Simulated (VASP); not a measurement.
# Cd6Te (P-31m) in VASP: a series of runs

Cd6Te is run at these levels: PBE; tasks: relaxation of cell and atoms, single point.

Program: VASP 6.6.1. These are calculated values, not measurements. Logs are shortened: lines on timing, memory, paths and dates and some standing lists are left out, and cuts for length are marked.

## (1) The cell of the first run

The structure is trigonal, space group P-31m (No. 162). The conventional cell has a = 5.160 Å, b = 5.160 Å, c = 7.400 Å, α = 90.00°, β = 90.00°, γ = 120.00°. Within 3.8 Å of Cd (site symmetry m) lie 1 Te at 2.87 Å and 9 Cd at 2.98 to 3.30 Å. Within 3.8 Å of Te (site symmetry -3m) lie 6 Cd at 2.87 Å.

## (2) Relaxation of cell and atoms, PBE

Contents of INCAR:

```
SYSTEM = Cd6Te
ALGO     = Normal         ! electronic algorithm
EDIFF    = 1E-7           ! SCF threshold, eV
EDIFFG   = -0.08          ! ionic threshold
ENCUT    = 600            ! plane-wave cutoff, eV
GGA      = PE             ! functional
IBRION   = 2              ! ionic algorithm
ISIF     = 3              ! what is computed and relaxed
ISMEAR   = 0              ! smearing method
LASPH    = .TRUE.         ! aspherical terms in the spheres
LCHARG   = .FALSE.        ! write CHGCAR
LREAL    = .FALSE.        ! projectors in reciprocal space
LWAVE    = .FALSE.        ! write WAVECAR
NELM     = 100            ! most SCF steps
NSW      = 36             ! ionic steps
PREC     = Accurate       ! precision mode
SIGMA    = 0.2            ! smearing width, eV
```

Contents of KPOINTS:

```
k-points
0
G
  4 4 2
  0 0 0
```

Contents of POSCAR:

```
Cd6Te
1.0
    5.1600000000      0.0000000000      0.0000000000
   -2.5800000000      4.4686910800      0.0000000000
    0.0000000000      0.0000000000      7.4000000000
Cd Te
6 1
Direct
    0.6667000000      0.6667000000      0.3100000000
    0.3333000000      0.0000000000      0.3100000000
    0.0000000000      0.6667000000      0.6900000000
    0.0000000000      0.3333000000      0.3100000000
    0.6667000000      0.0000000000      0.6900000000
    0.3333000000      0.3333000000      0.6900000000
    0.0000000000      0.0000000000      0.0000000000
```

Potentials or basis: VASP PAW PBE potentials, release 64 (Cd, Te).

Command:

```sh
$ cat potpaw_PBE.64/Cd/POTCAR potpaw_PBE.64/Te/POTCAR > POTCAR
$ mpirun -np 1 vasp_std > vasp.out
```

OUTCAR:

```text
SYSTEM = Cd6Te
   EDIFF = 1E-7
   EDIFFG = -0.08
   ENCUT = 600
   GGA = PE
   IBRION = 2
   ISIF = 3
   ISMEAR = 0
   LASPH = .TRUE.
   LREAL = .FALSE.
   NELM = 100
   NSW = 36
   PREC = Accurate

 ion  position               nearest neighbor table
   1  0.667  0.667  0.310-   7 2.87   4 2.98   2 2.98   2 2.98   4 2.98   4 2.98   2 2.98   5 3.30
                             3 3.30   6 3.30
   2  0.333  0.000  0.310-   7 2.87   4 2.98   1 2.98   4 2.98   1 2.98   4 2.98   1 2.98   6 3.30
                             3 3.30   5 3.30
   3  0.000  0.667  0.690-   7 2.87   6 2.98   5 2.98   5 2.98   6 2.98   6 2.98   5 2.98   2 3.30
                             1 3.30   4 3.30
   4  0.000  0.333  0.310-   7 2.87   1 2.98   2 2.98   2 2.98   1 2.98   1 2.98   2 2.98   5 3.30
                             6 3.30   3 3.30
   5  0.667  0.000  0.690-   7 2.87   3 2.98   6 2.98   3 2.98   6 2.98   6 2.98   3 2.98   1 3.30
                             4 3.30   2 3.30
   6  0.333  0.333  0.690-   7 2.87   3 2.98   5 2.98   5 2.98   3 2.98   3 2.98   5 2.98   2 3.30
                             4 3.30   1 3.30
   7  0.000  0.000  0.000-   1 2.87   3 2.87   4 2.87   6 2.87   5 2.87   2 2.87

  LATTYP: Found a hexagonal cell.
 ALAT       =     5.1600000000
 C/A-ratio  =     1.4341085271

  Lattice vectors:

 A1 = (   5.1600000000,   0.0000000000,   0.0000000000)
 A2 = (  -2.5800000000,   4.4686910800,   0.0000000000)
 A3 = (   0.0000000000,   0.0000000000,   7.4000000000)

Analysis of symmetry for initial positions (statically):
=====================================================================
 Subroutine PRICEL returns:
 Original cell was already a primitive cell.

 Routine SETGRP: Setting up the symmetry group for a
 hexagonal supercell.

 Subroutine GETGRP returns: Found 12 space group operations
 (whereof 12 operations were pure point group operations)
 out of a pool of 24 trial point group operations.

The static configuration has the point symmetry D_3d.

Analysis of symmetry for dynamics (positions and initial velocities):
=====================================================================
 Subroutine PRICEL returns:
 Original cell was already a primitive cell.

 Routine SETGRP: Setting up the symmetry group for a
 hexagonal supercell.

 Subroutine GETGRP returns: Found 12 space group operations
 (whereof 12 operations were pure point group operations)
 out of a pool of 24 trial point group operations.

The dynamic configuration has the point symmetry D_3d.

 Subroutine INISYM returns: Found 12 space group operations
 (whereof 12 operations are pure point group operations),
 and found     1 'primitive' translations

----------------------------------------------------------------------------------------

                                     Primitive cell

  volume of cell :     170.6325

  direct lattice vectors                    reciprocal lattice vectors
     5.160000000  0.000000000  0.000000000     0.193798450  0.111889587  0.000000000
    -2.580000000  4.468691080  0.000000000     0.000000000  0.223779174  0.000000000
     0.000000000  0.000000000  7.400000000     0.000000000  0.000000000  0.135135135

  length of vectors
     5.160000000  5.159999997  7.400000000     0.223779174  0.223779174  0.135135135

  position of ions in fractional coordinates (direct lattice)
     0.666700000  0.666700000  0.310000000
     0.333300000  0.000000000  0.310000000
     0.000000000  0.666700000  0.690000000
     0.000000000  0.333300000  0.310000000
     0.666700000  0.000000000  0.690000000
     0.333300000  0.333300000  0.690000000
     0.000000000  0.000000000  0.000000000

  ion indices of the primitive-cell ions
   primitive index   ion index
                 1           1
                 2           2
                 3           3
                 4           4
                 5           5
                 6           6
                 7           7

----------------------------------------------------------------------------------------

 KPOINTS: k-points

Automatic generation of k-mesh.
 Grid dimensions read from file:
 generate k-points for:    4    4    2

 Generating k-lattice:

  Cartesian coordinates                     Fractional coordinates (reciprocal lattice)
     0.048449612  0.027972397  0.000000000     0.250000000  0.000000000  0.000000000
     0.000000000  0.055944794  0.000000000     0.000000000  0.250000000  0.000000000
     0.000000000  0.000000000  0.067567568     0.000000000  0.000000000  0.500000000

  Length of vectors
     0.055944794  0.055944794  0.067567568

  Shift w.r.t. Gamma in fractional coordinates (k-lattice)
     0.000000000  0.000000000  0.000000000

 Subroutine IBZKPT returns following result:
 ===========================================

 Found      8 irreducible k-points:

 Following reciprocal coordinates:
            Coordinates               Weight
  0.000000  0.000000  0.000000      1.000000
  0.250000  0.000000  0.000000      6.000000
  0.500000  0.000000  0.000000      3.000000
  0.250000  0.250000  0.000000      6.000000
  0.000000  0.000000  0.500000      1.000000
  0.250000  0.000000  0.500000      6.000000
  0.500000  0.000000  0.500000      3.000000
  0.250000  0.250000  0.500000      6.000000
   k-points           NKPTS =      8   k-points in BZ     NKDIM =      8   number of bands    NBANDS=     46
   number of dos      NEDOS =    301   number of ions     NIONS =      7
   total plane-waves  NPLWV = 105840
   dimension x,y,z NGX =    42 NGY =   42 NGZ =   60
   dimension x,y,z NGXF=    84 NGYF=   84 NGZF=  120
   ions per type =               6   1
   NGX,Y,Z   is equivalent  to a cutoff of  13.53, 13.53, 13.48 a.u.
   NGXF,Y,Z  is equivalent  to a cutoff of  27.06, 27.06, 26.96 a.u.
 SYSTEM =  Cd6Te
   PREC   = accura    normal or accurate (medium, high low for compatibility)
   ISTART =      0    job   : 0-new  1-cont  2-samecut
   ICHARG =      2    charge: 1-file 2-atom 10-const
   ISPIN  =      1    spin polarized calculation?
   LNONCOLLINEAR =      F non collinear calculations
   LSORBIT =      F    spin-orbit coupling
   LASPH  =      T    aspherical Exc in radial PAW
   ENCUT  =  600.0 eV  44.10 Ry    6.64 a.u.  10.31 10.31 14.78*2*pi/ulx,y,z
   NELM   =    100;   NELMIN=  2; NELMDL= -5     # of ELM steps
   EDIFF  = 0.1E-06   stopping-criterion for ELM
   LREAL  =      F    real-space projection
   EDIFFG = -.8E-01   stopping-criterion for IOM
   NSW    =     36    number of steps for IOM
   IBRION =      2    ionic relax: 0-MD 1-quasi-New 2-CG
   NFREE  =      1    steps in history (QN), initial steepest desc. (CG)
   ISIF   =      3    stress and relaxation
   ISYM   =      2    0-nonsym 1-usesym 2-fastsym
   POTIM  = 0.5000    time-step for ionic-motion
   TEBEG  =    0.0;   TEEND  =   0.0 temperature during run
   PSTRESS=    0.0 pullay stress
   NELECT =      78.0000    total number of electrons
   NUPDOWN=      -1.0000    fix difference up-down
   EMIN   =  10.00;   EMAX   =-10.00  energy-range for DOS
   EFERMI =   0.00;   METHOD = LEGACY
   ISMEAR =     0;   SIGMA  =   0.20  broadening in eV -4-tet -1-fermi 0-gaus
   EFERMI_NEDOS =   21; number of points for ismear=-14 and -15
   IALGO  =     38    algorithm
   IMIX   =      4    mixing-type and parameters
     AMIX     =   0.40;   BMIX     =  1.00
     AMIX_MAG =   1.60;   BMIX_MAG =  1.00
  volume/ion in A,a.u.               =      24.38       164.50
  Fermi-wavevector in a.u.,A,eV,Ry     =   1.261108  2.383149 21.638632  1.590395
  Thomas-Fermi vector in A             =   2.394584
   LORBIT       =      0    0 simple, 1 ext, 2 COOP (PROOUT), +10 PAW based schemes
   GGA     = PE    functional components
   LHFCALC =     F    Hartree Fock is set to
   AEXX    =    0.0000 exact exchange contribution
   IVDW    =     0    specifies the selected vdW correction
   LEPSILON=     F    determine dielectric tensor
   LRPA    =     F    only Hartree local field effects (RPA)
 conjugate gradient relaxation of ions
 non-spin polarized calculation
 Gauss-broadening in eV      SIGMA  =   0.20
  energy-cutoff  :      600.00
  volume of cell :      170.63
 maximum number of plane-waves:      5742
 NGX is ok and might be reduce to    42
   NGX = 21   NGY = 21   NGZ = 29

--------------------------------------- Ionic step        1  -------------------------------------------

 number of electron      78.0000018 magnetization

 Free energy of the ion-electron system (eV)
  ---------------------------------------------------
  ext. energy  EPLUGINS =         0.00000000
  ---------------------------------------------------
  free energy    TOTEN  =        -7.12010675 eV

  energy without entropy =       -7.08009334  energy(sigma->0) =       -7.10010004

 E-fermi :   3.3191     XC(G=0): -10.2620

 val. band max:        3.0933572876   @ k =   0.2500   0.0000   0.0000
 cond. band min:       3.4194494883   @ k =   0.2500   0.2500   0.5000
 fundamental gap:      0.3260922007
 Fermi energy:         3.3190973805

 k-point     1 :       0.0000    0.0000    0.0000
  band No.  band energies     occupation
      1      -9.1178      2.00000
      2      -6.5561      2.00000
      3      -6.4012      2.00000
      4      -6.1109      2.00000
      5      -6.0418      2.00000
      6      -6.0056      2.00000
[... 706 lines left out ...]
  energy  without entropy=       -7.7319530396  energy(sigma->0) =       -7.75403325

--------------------------------------- Ionic step        9  -------------------------------------------

 number of electron      78.0000002 magnetization

 Free energy of the ion-electron system (eV)
  ---------------------------------------------------
  ext. energy  EPLUGINS =         0.00000000
  ---------------------------------------------------
  free energy    TOTEN  =        -7.77977671 eV

  energy without entropy =       -7.73537560  energy(sigma->0) =       -7.75757616

 E-fermi :   2.3976     XC(G=0):  -9.6776

 val. band max:        2.2359113491   @ k =   0.2500   0.2500   0.5000
 cond. band min:       2.4752403380   @ k =   0.2500   0.2500   0.5000
 fundamental gap:      0.2393289889
 Fermi energy:         2.3975905058

 k-point     1 :       0.0000    0.0000    0.0000
  band No.  band energies     occupation
      1      -8.8527      2.00000
      2      -7.1247      2.00000
      3      -6.9271      2.00000
      4      -6.8579      2.00000
      5      -6.7461      2.00000
      6      -6.7461      2.00000
[... 415 lines left out ...]
  FREE ENERGIE OF THE ION-ELECTRON SYSTEM (eV)
  ---------------------------------------------------
  free  energy   TOTEN  =        -7.7797767142 eV

  energy  without entropy=       -7.7353755982  energy(sigma->0) =       -7.75757616

 reached required accuracy - stopping structural energy minimisation
```

Run time: 5.4 min. Hardware: 1 thread of Intel Xeon 6975P-C (Granite Rapids), shared host; peak memory 0.35 GiB.

What came out:

```yaml
Free_energy: -7.7798 eV
Relaxed_volume: 27.29 Å³/atom
Relaxed_cell: a = 5.331 Å, b = 5.331 Å, c = 7.761 Å, α = 90.00°, β = 90.00°, γ = 120.00°
Space_group_after_relaxing_to_0.1_Å: P-31m (No. 162)
Energy_gained_by_relaxing: 94.2 meV/atom
Ionic_steps: 9
Pressure_after_relaxing: 0.2 GPa
Largest_force_after_relaxing: 0.046 eV/Å
Band_gap_on_the_k_mesh: zero (bands 39 and 40 overlap by 0.77 eV)
```

Forces in eV/Å, atoms in the order of the input:
```
Cd   0.020  0.035 -0.021
Cd  -0.041  0.000 -0.021
Cd  -0.020  0.035  0.021
Cd   0.020 -0.035 -0.021
Cd   0.041  0.000  0.021
Cd  -0.020 -0.035  0.021
Te   0.000  0.000  0.000
```

The path:
| step | energy change (eV) | largest force (eV/Å) | pressure (GPa) | volume (Å³) |
| --- | --- | --- | --- | --- |
| 1 | 0.0000 | 0.9124 | 6.26 | 170.63 |
| 2 | -0.5314 | 0.3491 | -0.74 | 195.20 |
| 3 | -0.5318 | 0.3602 | -0.59 | 194.35 |
| 4 | -0.5758 | 0.2865 | -0.35 | 192.60 |
| 5 | -0.6190 | 0.1559 | 0.37 | 188.73 |
| 6 | -0.6413 | 0.1239 | 0.10 | 190.27 |
| 7 | -0.6559 | 0.0904 | -0.25 | 192.92 |
| 8 | -0.6560 | 0.0890 | -0.23 | 192.72 |
| 9 | -0.6597 | 0.0458 | 0.16 | 191.01 |

Final structure:
```yaml
crystal:
  lattice:
    - [5.33089, 0.00000, 0.00000]
    - [-2.66545, 4.61669, 0.00000]
    - [0.00000, 0.00000, 7.76112]
  atoms:
    - { symbol: Cd, position: [0.66025, 0.66025, 0.32816] }
    - { symbol: Cd, position: [0.33975, 0.00000, 0.32816] }
    - { symbol: Cd, position: [0.00000, 0.66025, 0.67184] }
    - { symbol: Cd, position: [0.00000, 0.33975, 0.32816] }
    - { symbol: Cd, position: [0.66025, 0.00000, 0.67184] }
    - { symbol: Cd, position: [0.33975, 0.33975, 0.67184] }
    - { symbol: Te, position: [0.00000, 0.00000, 0.00000] }
```

Caveat: the k points lie up to 0.40 Å⁻¹ apart in the final cell, too coarse for converged energies and pressures of a metal; semilocal functionals underestimate gaps, and a narrow one can read as zero; spin-orbit coupling is left out, which moves the levels of the heavy elements; the relaxation stopped at a loose force limit of 0.08 eV/Å, so its end isn't a converged minimum.

## (3) Single point, PBE

This run uses another cell than the first one, of 27.40 Å³/atom.

Contents of INCAR:

```
SYSTEM = Cd6Te
PREC = Accurate
ENCUT = 520
EDIFF = 1E-6
ISMEAR = 0
SIGMA = 0.1
LREAL = .FALSE.
LASPH = .TRUE.
NELM = 60
ALGO = Fast
ISIF = 2
LWAVE = .FALSE.
LCHARG = .FALSE.
GGA = PE
NBANDS = 48
```

Contents of KPOINTS:

```
Automatic mesh
0
G
  6 6 6
  0 0 0
```

Contents of POSCAR:

```
Cd6Te
1.0
    5.3034386209      0.0000000000      0.0000000000
   -2.6517193105      4.5929125731      0.0000000000
    0.0000000000      0.0000000000      7.8737848405
Cd Te
6 1
Direct
    0.3457434478      0.3457434478      0.1800599844
    0.0000000000      0.6542565522      0.1800599844
    0.6542565522      0.0000000000      0.1800599844
    0.0000000000      0.3457434478      0.8199400156
    0.3457434478      0.0000000000      0.8199400156
    0.6542565522      0.6542565522      0.8199400156
    0.0000000000      0.0000000000      0.5000000000
```

Potentials or basis: VASP PAW PBE potentials, release 64 (Cd, Te).

Command:

```sh
$ cat potpaw_PBE.64/Cd/POTCAR potpaw_PBE.64/Te/POTCAR > POTCAR
$ mpirun -np 1 vasp_std > vasp.out
```

Wall time 2.2 min (1 thread of Intel Xeon 6975P-C (Granite Rapids), shared host); peak memory 0.44 GiB.

It converged, with:

| Item | Value |
| --- | --- |
| Free energy | -7.6705 eV |
| Pressure | 0.2 GPa |
| Band gap on the k mesh | zero (bands 39 and 40 overlap by 1.28 eV) |

Forces in eV/Å, atoms in the order of the input:
```
Cd  -0.001 -0.002  0.002
Cd  -0.001  0.002  0.002
Cd   0.002  0.000  0.002
Cd   0.001 -0.002 -0.002
Cd  -0.002  0.000 -0.002
Cd   0.001  0.002 -0.002
Te   0.000  0.000  0.000
```

Stress tensor (GPa, compression positive):
```
0.23 0.00 0.00
0.00 0.23 0.00
0.00 0.00 0.15
```

Levels at points of the mesh, in eV from the Fermi level:
```tsv
k point	band 36	band 37	band 38	band 39	band 40	band 41	band 42	band 43
(0.00, 0.00, 0.00)	-0.42	-0.24	0.67	0.67	0.97	1.43	1.43	1.69
(0.50, 0.00, 0.00)	-2.31	-2.26	-1.34	-0.78	0.18	0.86	2.22	2.56
(0.00, 0.00, 0.50)	-1.73	0.57	0.57	0.80	0.80	0.94	1.07	2.22
(0.50, 0.00, 0.50)	-2.42	-2.06	-1.18	-0.50	-0.34	0.67	1.32	2.60
```

Caveat: spin-orbit coupling is left out, which moves the levels of the heavy elements.

The gap in the log of VASP goes by the Fermi energy; the results here count the filled bands.